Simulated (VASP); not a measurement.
# GaP (zincblende type) (F-43m) in VASP: further runs

Runs on GaP (zincblende type). Level: PBE. Tasks: single point.

Program: VASP 6.6.1. These are calculated values, not measurements. Logs are shortened: lines on timing, memory, paths and dates and some standing lists are left out, and cuts for length are marked.

## Step 1: The cell of the first run

Symmetry: F-43m, No. 216, cubic system. The conventional cell has a = 5.111 Å, b = 5.111 Å, c = 5.111 Å, α = 90.00°, β = 90.00°, γ = 90.00°. Within 2.9 Å of Ga (site symmetry -43m) lie 4 P at 2.21 Å. Within 2.9 Å of P (site symmetry -43m) lie 4 Ga at 2.21 Å.

## Step 2: Single point, PBE (16.69 Å³/atom)

Contents of POSCAR:

```
GaP
1.0
    0.0000000000      2.5556628009      2.5556628009
    2.5556628009      0.0000000000      2.5556628009
    2.5556628009      2.5556628009      0.0000000000
Ga P
1 1
Direct
    0.0000000000      0.0000000000      0.0000000000
    0.2500000000      0.2500000000      0.2500000000
```

Contents of INCAR.step1:

```
PREC = Accurate ; ENCUT = 520
EDIFF = 1E-6 ; ISMEAR = -1
SIGMA = 0.1 ; LREAL = F
LASPH = T ; NELM = 100
ALGO = Normal ; ISIF = 2
LWAVE = F ; LCHARG = T
GGA = PE ; NBANDS = 16
```

Contents of KPOINTS.step1:

```
Automatic mesh
0
Gamma
  12 12 12
```

Contents of INCAR.step2:

```
PREC = Accurate ; ENCUT = 520
EDIFF = 1E-6 ; ISMEAR = -5
SIGMA = 0.1 ; LREAL = F
LASPH = T ; NELM = 100
ALGO = Normal ; ISIF = 2
LWAVE = F ; LCHARG = F
GGA = PE ; LORBIT = 11
NBANDS = 16 ; NEDOS = 2001
ICHARG = 11
```

Contents of KPOINTS.step2:

```
Automatic mesh
0
Gamma
  18 18 18
```

Potentials or basis: VASP PAW PBE potentials, release 64 (Ga_d, P).

Command:

```console
cat potpaw_PBE.64/Ga_d/POTCAR potpaw_PBE.64/P/POTCAR > POTCAR
cp INCAR.step1 INCAR
cp KPOINTS.step1 KPOINTS
mpirun -np 1 vasp_std > vasp.out
cp INCAR.step2 INCAR
cp KPOINTS.step2 KPOINTS
mpirun -np 1 vasp_std > vasp.out
```

OUTCAR:

```text
PREC = Accurate
   ENCUT = 520
   EDIFF = 1E-6
   ISMEAR = -5
   LREAL = F
   LASPH = T
   NELM = 100
   ISIF = 2
   GGA = PE
   LORBIT = 11
   ICHARG = 11

 ion  position               nearest neighbor table
   1  0.000  0.000  0.000-   2 2.21   2 2.21   2 2.21   2 2.21
   2  0.250  0.250  0.250-   1 2.21   1 2.21   1 2.21   1 2.21

  LATTYP: Found a face centered cubic cell.
 ALAT       =     5.1113256018

  Lattice vectors:

 A1 = (   0.0000000000,   2.5556628009,   2.5556628009)
 A2 = (   2.5556628009,   0.0000000000,   2.5556628009)
 A3 = (   2.5556628009,   2.5556628009,   0.0000000000)

Analysis of symmetry for initial positions (statically):
=====================================================================
 Subroutine PRICEL returns:
 Original cell was already a primitive cell.

 Routine SETGRP: Setting up the symmetry group for a
 face centered cubic supercell.

 Subroutine GETGRP returns: Found 24 space group operations
 (whereof 24 operations were pure point group operations)
 out of a pool of 48 trial point group operations.

The static configuration has the point symmetry T_d .

Analysis of symmetry for dynamics (positions and initial velocities):
=====================================================================
 Subroutine PRICEL returns:
 Original cell was already a primitive cell.

 Routine SETGRP: Setting up the symmetry group for a
 face centered cubic supercell.

 Subroutine GETGRP returns: Found 24 space group operations
 (whereof 24 operations were pure point group operations)
 out of a pool of 48 trial point group operations.

The dynamic configuration has the point symmetry T_d .

 Subroutine INISYM returns: Found 24 space group operations
 (whereof 24 operations are pure point group operations),
 and found     1 'primitive' translations

----------------------------------------------------------------------------------------

                                     Primitive cell

  volume of cell :      33.3842

  direct lattice vectors                    reciprocal lattice vectors
     0.000000000  2.555662801  2.555662801    -0.195643964  0.195643964  0.195643964
     2.555662801  0.000000000  2.555662801     0.195643964 -0.195643964  0.195643964
     2.555662801  2.555662801  0.000000000     0.195643964  0.195643964 -0.195643964

  length of vectors
     3.614252994  3.614252994  3.614252994     0.338865285  0.338865285  0.338865285

  position of ions in fractional coordinates (direct lattice)
     0.000000000  0.000000000  0.000000000
     0.250000000  0.250000000  0.250000000

  ion indices of the primitive-cell ions
   primitive index   ion index
                 1           1
                 2           2

----------------------------------------------------------------------------------------

 KPOINTS: Automatic mesh

Automatic generation of k-mesh.
 Grid dimensions read from file:
 generate k-points for:   18   18   18

 Generating k-lattice:

  Cartesian coordinates                     Fractional coordinates (reciprocal lattice)
    -0.010869109  0.010869109  0.010869109     0.055555556  0.000000000  0.000000000
     0.010869109 -0.010869109  0.010869109     0.000000000  0.055555556  0.000000000
     0.010869109  0.010869109 -0.010869109     0.000000000  0.000000000  0.055555556

  Length of vectors
     0.018825849  0.018825849  0.018825849

  Shift w.r.t. Gamma in fractional coordinates (k-lattice)
     0.000000000  0.000000000  0.000000000

 TETIRR: Found    806 inequivalent tetrahedra from    34992

 Subroutine IBZKPT returns following result:
 ===========================================

 Found    195 irreducible k-points:

 Following reciprocal coordinates:
            Coordinates               Weight
  0.000000  0.000000  0.000000      1.000000
  0.055556  0.000000  0.000000      8.000000
  0.111111  0.000000  0.000000      8.000000
  0.166667  0.000000  0.000000      8.000000
  0.222222  0.000000  0.000000      8.000000
  0.277778  0.000000  0.000000      8.000000
[... 16 lines left out ...]
 -0.277778  0.055556  0.000000     24.000000
 -0.222222  0.055556  0.000000     24.000000
 [... further k-points ...]
   k-points           NKPTS =    195   k-points in BZ     NKDIM =    195   number of bands    NBANDS=     16
   number of dos      NEDOS =   2001   number of ions     NIONS =      2
   total plane-waves  NPLWV =  21952
   dimension x,y,z NGX =    28 NGY =   28 NGZ =   28
   dimension x,y,z NGXF=    56 NGYF=   56 NGZF=   56
   ions per type =               1   1
   NGX,Y,Z   is equivalent  to a cutoff of  12.88, 12.88, 12.88 a.u.
   NGXF,Y,Z  is equivalent  to a cutoff of  25.76, 25.76, 25.76 a.u.
 SYSTEM =  unknown system
   PREC   = accura    normal or accurate (medium, high low for compatibility)
   ISTART =      0    job   : 0-new  1-cont  2-samecut
   ICHARG =     11    charge: 1-file 2-atom 10-const
   ISPIN  =      1    spin polarized calculation?
   LNONCOLLINEAR =      F non collinear calculations
   LSORBIT =      F    spin-orbit coupling
   LASPH  =      T    aspherical Exc in radial PAW
   ENCUT  =  520.0 eV  38.22 Ry    6.18 a.u.   6.72  6.72  6.72*2*pi/ulx,y,z
   NELM   =    100;   NELMIN=  2; NELMDL=  0     # of ELM steps
   EDIFF  = 0.1E-05   stopping-criterion for ELM
   LREAL  =      F    real-space projection
   EDIFFG = 0.1E-04   stopping-criterion for IOM
   NSW    =      0    number of steps for IOM
   IBRION =     -1    ionic relax: 0-MD 1-quasi-New 2-CG
   NFREE  =      0    steps in history (QN), initial steepest desc. (CG)
   ISIF   =      2    stress and relaxation
   ISYM   =      2    0-nonsym 1-usesym 2-fastsym
   POTIM  = 0.5000    time-step for ionic-motion
   TEBEG  =    0.0;   TEEND  =   0.0 temperature during run
   PSTRESS=    0.0 pullay stress
   NELECT =      18.0000    total number of electrons
   NUPDOWN=      -1.0000    fix difference up-down
   EMIN   =  10.00;   EMAX   =-10.00  energy-range for DOS
   EFERMI =   0.00;   METHOD = LEGACY
   ISMEAR =    -5;   SIGMA  =   0.10  broadening in eV -4-tet -1-fermi 0-gaus
   EFERMI_NEDOS =   21; number of points for ismear=-14 and -15
   IALGO  =     38    algorithm
   IMIX   =      4    mixing-type and parameters
     AMIX     =   0.40;   BMIX     =  1.00
     AMIX_MAG =   1.60;   BMIX_MAG =  1.00
  volume/ion in A,a.u.               =      16.69       112.64
  Fermi-wavevector in a.u.,A,eV,Ry     =   1.332454  2.517972 24.156229  1.775433
  Thomas-Fermi vector in A             =   2.461387
   LORBIT       =     11    0 simple, 1 ext, 2 COOP (PROOUT), +10 PAW based schemes
   GGA     = PE    functional components
   LHFCALC =     F    Hartree Fock is set to
   AEXX    =    0.0000 exact exchange contribution
   IVDW    =     0    specifies the selected vdW correction
   LEPSILON=     F    determine dielectric tensor
   LRPA    =     F    only Hartree local field effects (RPA)
 non-spin polarized calculation
 Fermi weights with tetrahedron method with Bloechl corrections
  energy-cutoff  :      520.00
  volume of cell :       33.38
 maximum number of plane-waves:       934

 number of electron      17.9999994 magnetization

 Free energy of the ion-electron system (eV)
  ---------------------------------------------------
  ext. energy  EPLUGINS =         0.00000000
  ---------------------------------------------------
  free energy    TOTEN  =        -8.53349836 eV

  energy without entropy =       -8.53349836  energy(sigma->0) =       -8.53349836

 E-fermi :   6.8534     XC(G=0): -10.7406

 val. band max:        6.8442557267   @ k =   0.0000   0.0000   0.0000
 cond. band min:       8.0054372293   @ k =   0.4444   0.4444   0.0000
 fundamental gap:      1.1611815026
 Fermi energy:         6.8533724417

 k-point     1 :       0.0000    0.0000    0.0000
  band No.  band energies     occupation
      1      -8.1957      2.00000
      2      -8.1957      2.00000
      3      -8.1957      2.00000
      4      -8.0202      2.00000
      5      -8.0202      2.00000
      6      -7.2808      2.00000
[... 8 lines left out ...]
     15      16.8656      0.00000
     16      16.8656      0.00000

 k-point     2 :       0.0556    0.0000    0.0000
  band No.  band energies     occupation
      1      -8.2052      2.00000
      2      -8.1939      2.00000
      3      -8.1939      2.00000
      4      -8.0203      2.00000
      5      -8.0203      2.00000
      6      -7.2258      2.00000
[... 8 lines left out ...]
     15      16.6450      0.00000
     16      16.7699      0.00000

 k-point     3 :       0.1111    0.0000    0.0000
  band No.  band energies     occupation
      1      -8.2290      2.00000
      2      -8.1888      2.00000
      3      -8.1888      2.00000
      4      -8.0204      2.00000
      5      -8.0204      2.00000
      6      -7.0659      2.00000
[... 8 lines left out ...]
     15      16.2211      0.00000
     16      17.3492      0.00000

 k-point     4 :       0.1667    0.0000    0.0000
  band No.  band energies     occupation
      1      -8.2588      2.00000
      2      -8.1813      2.00000
      3      -8.1813      2.00000
      4      -8.0202      2.00000
      5      -8.0202      2.00000
      6      -6.8110      2.00000
[... 8 lines left out ...]
     15      15.8950      0.00000
     16      17.7014      0.00000
[... 324 lines left out ...]
 k-point    22 :      -0.3333    0.0556    0.0000
  band No.  band energies     occupation
      1      -8.3448      2.00000
      2      -8.1562      2.00000
      3      -8.1552      2.00000
      4      -8.0166      2.00000
      5      -8.0100      2.00000
      6      -5.3797      2.00000
[... 8 lines left out ...]
     15      17.3402      0.00000
     16      18.3328      0.00000

 k-point    23 :      -0.2778    0.0556    0.0000
  band No.  band energies     occupation
      1      -8.3250      2.00000
      2      -8.1624      2.00000
      3      -8.1600      2.00000
      4      -8.0206      2.00000
      5      -8.0127      2.00000
      6      -5.8623      2.00000
[... 8 lines left out ...]
     15      17.1504      0.00000
     16      17.6130      0.00000

 k-point    24 :      -0.2222    0.0556    0.0000
  band No.  band energies     occupation
      1      -8.3006      2.00000
      2      -8.1702      2.00000
      3      -8.1667      2.00000
      4      -8.0230      2.00000
      5      -8.0152      2.00000
      6      -6.2978      2.00000
[... 8 lines left out ...]
     15      16.6276      0.00000
     16      17.7205      0.00000

 [... further k-points ...]

------------------------ aborting loop because EDIFF is reached ----------------------------------------

  FORCE on cell =-STRESS in cart. coord.  units (eV):
  Direction    XX          YY          ZZ          XY          YZ          ZX
  --------------------------------------------------------------------------------------
  -------------------------------------------------------------------------------------
  Total        5.7077228      5.7077228      5.7077228     -0.0000000      0.0000000     -0.0000000
  in kB      273.9257161    273.9257161    273.9257161     -0.0000000      0.0000000     -0.0000000
  external PRESSURE =     273.9257161 kB  Pullay stress =       0.0000000 kB

 VOLUME and BASIS-vectors are now :
 -----------------------------------------------------------------------------
  energy-cutoff  :      520.00
  volume of cell :       33.38
      direct lattice vectors                 reciprocal lattice vectors
     0.000000000  2.555662801  2.555662801    -0.195643964  0.195643964  0.195643964
     2.555662801  0.000000000  2.555662801     0.195643964 -0.195643964  0.195643964
     2.555662801  2.555662801  0.000000000     0.195643964  0.195643964 -0.195643964

 POSITION                                       TOTAL-FORCE (eV/Angst)
 -----------------------------------------------------------------------------------
      0.00000      0.00000      0.00000         0.000000      0.000000      0.000000
      1.27783      1.27783      1.27783        -0.000000     -0.000000     -0.000000
 -----------------------------------------------------------------------------------
    total drift:                                0.000001      0.000001      0.000001

  FREE ENERGIE OF THE ION-ELECTRON SYSTEM (eV)
  ---------------------------------------------------
  free  energy   TOTEN  =        -8.5334983635 eV

  energy  without entropy=       -8.5334983635  energy(sigma->0) =       -8.53349836

 total charge

# of ion       s       p       d       tot
------------------------------------------
    1        0.894   1.091  10.063  12.047
    2        1.016   1.657   0.000   2.673
--------------------------------------------------
tot          1.910   2.748  10.063  14.720
```

Wall time 72 s (1 thread of Intel Xeon Platinum 8259CL at 2.50GHz (Skylake/Cascade Lake), shared host); peak memory 0.22 GiB.

What came out:

* Valence electrons inside the program's atomic spheres: Ga 12.05; P 2.67

## Step 3: Single point, PBE (19.61 Å³/atom)

This run uses another cell than the first one, of 19.61 Å³/atom.

Contents of POSCAR:

```
GaP
1.0
    0.0000000000      2.6968047667      2.6968047667
    2.6968047667      0.0000000000      2.6968047667
    2.6968047667      2.6968047667      0.0000000000
Ga P
1 1
Direct
    0.0000000000      0.0000000000      0.0000000000
    0.2500000000      0.2500000000      0.2500000000
```

Contents of INCAR.step1:

```
ALGO     = Normal         # electronic algorithm
EDIFF    = 1E-7           # SCF threshold, eV
ENCUT    = 520            # plane-wave cutoff, eV
GGA      = PE             # functional
ISIF     = 2              # what is computed and relaxed
ISMEAR   = -1             # smearing method
LASPH    = T              # aspherical terms in the spheres
LCHARG   = T              # write CHGCAR
LREAL    = F              # projectors in reciprocal space
LWAVE    = F              # write WAVECAR
NBANDS   = 16             # bands
NELM     = 80             # most SCF steps
PREC     = Accurate       # precision mode
SIGMA    = 0.1            # smearing width, eV
```

Contents of KPOINTS.step1:

```
k-points
0
Gamma
  12 12 12
```

Contents of INCAR.step2:

```
ALGO     = Normal         # electronic algorithm
EDIFF    = 1E-7           # SCF threshold, eV
ENCUT    = 520            # plane-wave cutoff, eV
GGA      = PE             # functional
ICHARG   = 11             # starting density
ISIF     = 2              # what is computed and relaxed
ISMEAR   = -5             # smearing method
LASPH    = T              # aspherical terms in the spheres
LCHARG   = F              # write CHGCAR
LORBIT   = 11             # projections on sites
LREAL    = F              # projectors in reciprocal space
LWAVE    = F              # write WAVECAR
NEDOS    = 1001           # points of the DOS
NELM     = 80             # most SCF steps
PREC     = Accurate       # precision mode
SIGMA    = 0.1            # smearing width, eV
```

Contents of KPOINTS.step2:

```
k-points
0
Gamma
  18 18 18
```

Potentials or basis: VASP PAW PBE potentials, release 64 (Ga_d, P).

Command:

```console
cat potpaw_PBE.64/Ga_d/POTCAR potpaw_PBE.64/P/POTCAR > POTCAR
cp INCAR.step1 INCAR
cp KPOINTS.step1 KPOINTS
mpirun -np 1 vasp_std > vasp.out
cp INCAR.step2 INCAR
cp KPOINTS.step2 KPOINTS
mpirun -np 1 vasp_std > vasp.out
```

It took 82 s on 1 thread of Intel Xeon Platinum 8259CL at 2.50GHz (Skylake/Cascade Lake), shared host; peak memory 0.23 GiB.

Results (log left out):

```yaml
Valence_electrons_inside_the_program's_atomic_spheres: Ga 11.77; P 2.56
```

Levels at points of the mesh, in eV from the valence-band top:
| k point | band 7 | band 8 | band 9 | band 10 | band 11 | band 12 |
| --- | --- | --- | --- | --- | --- | --- |
| (0.00, 0.00, 0.00) | 0.00 | 0.00 | 0.00 | 2.09 | 3.88 | 3.88 |
| (0.50, 0.00, 0.00) | -6.82 | -1.16 | -1.16 | 1.77 | 4.71 | 4.71 |
| (0.50, 0.50, 0.00) | -6.91 | -2.79 | -2.79 | 1.59 | 1.79 | 10.83 |

## Step 4: Single point, PBE

This run uses another cell than the first one, of 20.87 Å³/atom.

Contents of POSCAR:

```
GaP
1.0
    0.0000000000      2.7530042971      2.7530042971
    2.7530042971      0.0000000000      2.7530042971
    2.7530042971      2.7530042971      0.0000000000
Ga P
1 1
Direct
    0.0000000000      0.0000000000      0.0000000000
    0.2500000000      0.2500000000      0.2500000000
```

Contents of INCAR.step1:

```
SYSTEM = GaP
PREC     = Accurate       ! precision mode
ENCUT    = 520            ! plane-wave cutoff, eV
EDIFF    = 1E-6           ! SCF threshold, eV
ISMEAR   = -1             ! smearing method
SIGMA    = 0.1            ! smearing width, eV
LREAL    = .FALSE.        ! projectors in reciprocal space
LASPH    = .TRUE.         ! aspherical terms in the spheres
NELM     = 60             ! most SCF steps
ALGO     = Normal         ! electronic algorithm
ISIF     = 2              ! what is computed and relaxed
LWAVE    = .FALSE.        ! write WAVECAR
LCHARG   = .TRUE.         ! write CHGCAR
GGA      = PE             ! functional
NBANDS   = 16             ! bands
```

Contents of KPOINTS.step1:

```
regular mesh
0
G
  12 12 12
  0 0 0
```

Contents of INCAR.step2:

```
SYSTEM = GaP
PREC     = Accurate       ! precision mode
ENCUT    = 520            ! plane-wave cutoff, eV
EDIFF    = 1E-6           ! SCF threshold, eV
ISMEAR   = -5             ! smearing method
SIGMA    = 0.1            ! smearing width, eV
LREAL    = .FALSE.        ! projectors in reciprocal space
LASPH    = .TRUE.         ! aspherical terms in the spheres
NELM     = 60             ! most SCF steps
ALGO     = Normal         ! electronic algorithm
ISIF     = 2              ! what is computed and relaxed
LWAVE    = .FALSE.        ! write WAVECAR
LCHARG   = .FALSE.        ! write CHGCAR
GGA      = PE             ! functional
LORBIT   = 11             ! projections on sites
NEDOS    = 1001           ! points of the DOS
ICHARG   = 11             ! starting density
```

Contents of KPOINTS.step2:

```
regular mesh
0
G
  18 18 18
  0 0 0
```

Command:

```console
cat potpaw_PBE.64/Ga_d/POTCAR potpaw_PBE.64/P/POTCAR > POTCAR
cp INCAR.step1 INCAR
cp KPOINTS.step1 KPOINTS
mpirun -np 1 vasp_std > vasp.out
cp INCAR.step2 INCAR
cp KPOINTS.step2 KPOINTS
mpirun -np 1 vasp_std > vasp.out
```

It took 98 s on 1 thread of Intel Xeon Platinum 8259CL at 2.50GHz (Skylake/Cascade Lake), shared host; peak memory 0.24 GiB.

The run converged. Its results:

```yaml
Valence_electrons_inside_the_program's_atomic_spheres: Ga 11.68; P 2.53
```

Levels at points of the mesh, in eV from the valence-band top:
```
           k point  band 5  band 6  band 7  band 8  band 9  band 10  band 11  band 12  band 13
(0.00, 0.00, 0.00)  -14.41  -12.27    0.00    0.00    0.00     1.57     3.89     3.89     3.89
(0.50, 0.00, 0.00)  -14.40  -10.30   -6.46   -1.07   -1.07     1.58     4.73     4.73     8.22
(0.50, 0.50, 0.00)  -14.39   -9.44   -6.61   -2.58   -2.58     1.72     1.85    10.37    10.54
```
